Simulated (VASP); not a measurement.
Set up this calculation in VASP 6.6.1, as the native input.

```yaml
Task: single point
Functional: PBE
Potentials_or_basis: VASP PAW PBE potentials, release 64 (Pb_d, S)
Cutoff: 500 eV
k_mesh: 3 × 3 × 1
Occupations: tetrahedron
Spin: collinear spin
Starting_moments: "[0.21, 0.21, 0.66, 0.66] μB"
Fixed_moment: 3 μB
Hubbard_terms: S p U = 4.6 eV
Dipole_correction: no
Further_INCAR_settings: ALGO = Normal; EDIFF = 1e-06; NBANDS = 32
```

The structure of PbS lies in POSCAR:

```
PbS
1.0
    2.9838607981     -2.9828938700      0.0000000000
    2.9838607981      2.9828938700      0.0000000000
   -1.0986781904      0.0000000000     11.1678408944
Pb S
2 2
Direct
    0.2263653800      0.2263653800      0.3722110100
    0.7736346200      0.7736346200      0.6277889900
    0.7295120500      0.7295120500      0.3897323800
    0.2704879500      0.2704879500      0.6102676200
```

One way to write it, as run:

INCAR

```
SYSTEM = PbS
  PREC = Accurate
  ENCUT = 500
  EDIFF = 1E-6
  ISMEAR = -5
  SIGMA = 0.1
  LREAL = .False.
  LASPH = .True.
  NELM = 200
  ALGO = Normal
  ISIF = 2
  LWAVE = .False.
  LCHARG = .False.
  ISPIN = 2
  MAGMOM = 0.21 0.21 0.66 0.66
  LORBIT = 11
  NUPDOWN = 3.0
  LDAU = .True.
  LDAUTYPE = 2
  LDAUL = -1 1
  LDAUU = 0 4.6
  LDAUJ = 0 0
  LDAUPRINT = 1
  GGA = PE
  NBANDS = 32
  GGA_COMPAT = .False.
```

KPOINTS

```
regular mesh
0
Gamma
  3 3 1
  0 0 0
```

Potentials or basis: VASP PAW PBE potentials, release 64 (Pb_d, S).

Command:

```sh
$ cat potpaw_PBE.64/Pb_d/POTCAR potpaw_PBE.64/S/POTCAR > POTCAR
$ mpirun -np 1 vasp_std > vasp.out
```

Results of the run:

| Quantity | Value |
| --- | --- |
| Largest force | 1.091 eV/Å |
| Net moment | 3.00 μB per cell |
| Site moments | Pb +0.33; S +0.47 μB |
| Valence electrons inside the program's atomic spheres | Pb 11.88; S 3.56 |

Caveat: the k points lie up to 0.50 Å⁻¹ apart; the moment is held away from its start; the total moment is fixed, so each spin has its own Fermi level.

It took 110 s on 1 thread of Intel(R) Xeon(R) Platinum 8375C CPU @ 2.90GHz (Ice Lake), with other jobs on the host, peak memory 0.36 GiB.
